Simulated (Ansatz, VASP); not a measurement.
**WSe2: VASP beside Ansatz**

The input INCAR:

```
SYSTEM = WSe2
ALGO = Normal
EDIFF = 1E-6
ENCUT = 520
GGA = PE
ISIF = 2
ISMEAR = -1
LASPH = .TRUE.
LCHARG = .FALSE.
LREAL = .FALSE.
LWAVE = .FALSE.
NBANDS = 35
NELM = 60
PREC = Accurate
SIGMA = 0.1
```

The input KPOINTS:

```
k-points
0
G
  9 9 2
  0 0 0
```

File POSCAR:

```
WSe2
1.0
    1.6471224100      2.8528986400      0.0000000000
   -1.6471224100      2.8528986400      0.0000000000
    0.0000000000      0.0000000000     12.8742191500
W Se
2 4
Direct
    0.3333300000      0.3333400000      0.2500000000
    0.6666600000      0.6666700000      0.7500000000
    0.3333300000      0.3333400000      0.6225000000
    0.6666600000      0.6666700000      0.1225000000
    0.3333300000      0.3333400000      0.8775000000
    0.6666700000      0.6666700000      0.3775000000
```

Input for Ansatz:

```yaml
crystal:
  lattice:
    - [1.64712241, 2.85289864, 0.0]
    - [-1.64712241, 2.85289864, 0.0]
    - [0.0, 0.0, 12.87421915]
  atoms:
    - { symbol: W, position: [0.33333, 0.33334, 0.25] }
    - { symbol: W, position: [0.66666, 0.66667, 0.75] }
    - { symbol: Se, position: [0.33333, 0.33334, 0.6225] }
    - { symbol: Se, position: [0.66666, 0.66667, 0.1225] }
    - { symbol: Se, position: [0.33333, 0.33334, 0.8775] }
    - { symbol: Se, position: [0.66667, 0.66667, 0.3775] }
  symmetry: { tolerance: 0.0003 }
kpoints:
  mp_grid: { grid: [9, 9, 2], shift: [0, 0, 0] }
  band_path:
    path:
      - [0.0, 0.0, 0.0]
      - [0.5, 0.0, 0.0]
      - [0.66666667, 0.33333333, 0.0]
      - [0.0, 0.0, 0.0]
      - [0.0, 0.0, 0.5]
      - [0.5, 0.0, 0.5]
      - [0.66666667, 0.33333333, 0.5]
      - [0.0, 0.0, 0.5]
      - [0.5, 0.0, 0.5]
      - [0.5, 0.0, 0.0]
      - [0.66666667, 0.33333333, 0.5]
    npoints: 6
magnetization:
  spin_polarized: false
scf:
  occupations: { method: fermi_dirac }
  lower_state_search: "off"
  max_iter: 200
hamiltonian:
  pseudopotentials: { kind: paw }
  xc: pbe
basis:
  ecutwfc: 420
  fft_grid_basis: typed
output:
  forces: true
  stress: true
  eigenvalues: true
  bader: true
  populations: true
  elf: true
  write_potential: true
  volumetric_format: npy
  dos:
    e_range: [-12, 8]
    de: 0.05
    projected: { site_lists: { Se: [Se], W: [W] } }
checkpoint:
  read: saved_state
```

Alike in both runs: task single point; functional PBE; k mesh 9 × 9 × 2; no spin polarisation.

|  | VASP | Ansatz |
| --- | --- | --- |
| version | VASP 6.6.1 | Ansatz 0.2.0 |
| potentials or method | VASP PAW PBE potentials, release 64 (W_sv, Se), cutoff 520 eV | PAW plane waves |
| occupations | fermi-dirac, width 0.1 eV | fermi-dirac |
| valence electrons in the cell | 52 | 92 |

```csv
,VASP,Ansatz,Ansatz less VASP
pressure (GPa),6.7,6.3,-0.35
"traceless stress, the component that is largest in VASP (GPa)",2.89,2.81,-0.080
rms of the force components (eV/Å),0.366,0.341,-0.0250
```

Atom by atom the forces differ by 0.025 eV/Å (rms over components). VASP's potentials hold 52 valence electrons a cell and Ansatz's 92, so a difference there can come from the potentials and not from the codes. Ansatz's warnings: structure snapped to symmetry.

Neither program's run includes spin-orbit coupling.
